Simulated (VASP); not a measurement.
Wanted: the native input for a VASP 6.6.1 run.

```
Task                   : single point
Functional             : LDA
Potentials or basis    : VASP PAW LDA potentials, release 64 (Pt, Al)
Cutoff                 : 520 eV
k mesh                 : 8 × 8 × 8
Occupations            : fermi-dirac, width 0.05 eV
Spin                   : no spin polarisation
Dipole correction      : no
Further INCAR settings : ALGO = Normal; EDIFF = 1e-06; NBANDS = 15
```

The structure of Al2Pt lies in POSCAR:

```
Al2Pt
1.0
    0.0000000000      2.9550000000      2.9550000000
    2.9550000000      0.0000000000      2.9550000000
    2.9550000000      2.9550000000      0.0000000000
Pt Al
1 2
Direct
    0.0000000000      0.0000000000      0.0000000000
    0.7500000000      0.7500000000      0.7500000000
    0.2500000000      0.2500000000      0.2500000000
```

The input as run:

INCAR

```
SYSTEM = Al2Pt
PREC     = Accurate       ! precision mode
ENCUT    = 520            ! plane-wave cutoff, eV
EDIFF    = 1E-6           ! SCF threshold, eV
ISMEAR   = -1             ! smearing method
SIGMA    = 0.05           ! smearing width, eV
LREAL    = .FALSE.        ! projectors in reciprocal space
LASPH    = .TRUE.         ! aspherical terms in the spheres
NELM     = 100            ! most SCF steps
ALGO     = Normal         ! electronic algorithm
ISIF     = 2              ! what is computed and relaxed
LWAVE    = .FALSE.        ! write WAVECAR
LCHARG   = .FALSE.        ! write CHGCAR
NBANDS   = 15             ! bands
```

KPOINTS

```
regular mesh
0
G
  8 8 8
  0 0 0
```

Potentials or basis: VASP PAW LDA potentials, release 64 (Pt, Al).

Launch:

```sh
$ cat potpaw_LDA.64/Pt/POTCAR potpaw_LDA.64/Al/POTCAR > POTCAR
$ mpirun -np 1 vasp_std > vasp.out
```

Results of the run:

```
Pressure               : -3.6 GPa
Band gap on the k mesh : zero (band 8 reaches 11.53 eV, above the bottom of band 9 at 6.12 eV)
```

Caveat: spin-orbit coupling is left out, which moves the levels of the heavy elements.

It took 11 s on 1 thread of Intel(R) Xeon(R) Platinum 8488C (Sapphire Rapids), with other jobs on the host, peak memory 0.16 GiB.
